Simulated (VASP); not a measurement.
## TaN: single point with PBE

Crystal: TaN.

```
CELL_PARAMETERS angstrom
5.18500 0.00000 0.00000
-2.59250 4.49034 0.00000
0.00000 0.00000 2.96616
ATOMIC_POSITIONS crystal
Ta 0.00000 0.00000 0.00000
Ta 0.33333 0.66667 0.50000
Ta 0.66667 0.33333 0.50000
N 0.50000 0.00000 0.00000
N 0.50000 0.50000 0.00000
N 0.00000 0.50000 0.00000
```

* Program: VASP 6.6.1
* Task: single point
* Functional: PBE
* Potentials or basis: VASP PAW PBE potentials, release 64 (Ta_pv, N)
* Cutoff: 520 eV
* k mesh: 5 × 5 × 8
* Occupations: fermi-dirac, width 0.05 eV
* Spin: no spin polarisation
* Dipole correction: no
* Further INCAR settings: ALGO = Normal; EDIFF = 1e-07; NBANDS = 33

The pressure is 3.1 GPa. The band gap on the k mesh is zero (band 24 reaches 8.88 eV, above the bottom of band 25 at 6.85 eV).

Stress tensor (GPa, compression positive):
```
 6.30  0.00  0.00
 0.00  6.30  0.00
 0.00  0.00 -3.31
```

Levels at points of the mesh, in eV from the Fermi level:
```
           k point  band 21  band 22  band 23  band 24  band 25  band 26  band 27  band 28
(0.00, 0.00, 0.00)    -2.81    -2.33    -1.86    -1.14    -1.14     0.65     0.65     1.39
(0.00, 0.00, 0.50)    -2.92    -2.92    -1.82     0.88     0.88     1.15     1.78     2.56
```

It took 110 s on 1 thread of Intel Xeon 8259CL (shared host), peak memory 0.21 GiB.

Caveat: spin-orbit coupling is left out, which moves the levels of the heavy elements.
